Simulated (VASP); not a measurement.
Runs of VASP 6.6.1 on BaZrO3. The structure is that of space group Pm-3m (No. 221), or close to it. The cells are those of the table. 

| task | cell | k mesh | cutoff (eV) | smearing | gap on the mesh (eV) | pressure (GPa) |
| --- | --- | --- | --- | --- | --- | --- |
| single point | a = 4.205 Å, 5 atoms | 6 × 6 × 6 | 520 | gaussian 0.01 eV | 3.68 | 1.0 |
| single point | a = 4.130 Å, 5 atoms | 6 × 6 × 6 | 520 | gaussian 0.01 eV | 3.81 | 11.3 |
| single point | a = 4.098 Å, 5 atoms | 6 × 6 × 6 | 520 | gaussian 0.01 eV | (d) | 16.4 |
| single point | a = 4.189 Å, 5 atoms | 6 × 6 × 6 | 520 | gaussian 0.01 eV | 3.71 | 3.1 |
| single point | a = 4.173 Å, 5 atoms | 6 × 6 × 6 | 520 | gaussian 0.01 eV | (a) | 5.1 |
| single point | a = 4.205 Å, 5 atoms | 8 × 8 × 8 | 520 | fermi-dirac 0.1 eV | 3.68 | 1.0 |
| relaxation of cell and atoms | relaxed from a = 4.191 Å, 5 atoms | 8 × 8 × 8 | 600 | fermi-dirac 0.1 eV | (b) | 0.0 |
| single point | a = 4.223 Å, 5 atoms | 6 × 6 × 6 | 520 | gaussian 0.01 eV | (c) | -1.0 |

Alike in all rows: level r2SCAN; potentials or basis VASP PAW PBE potentials, release 64 (Ba_sv, Zr_sv, O); no spin polarisation.

Problem. Fill in the values left out.

Solution. (a) 3.74; (b) 3.67; (c) 3.65; (d) 3.86.

Caveats: the PAW data sets were made with another functional, which shifts forces and pressure a little; spin-orbit coupling is left out, which moves the levels of the heavy elements.

A k mesh can miss the band edges, and the runs leave out spin-orbit coupling on Ba, Zr.
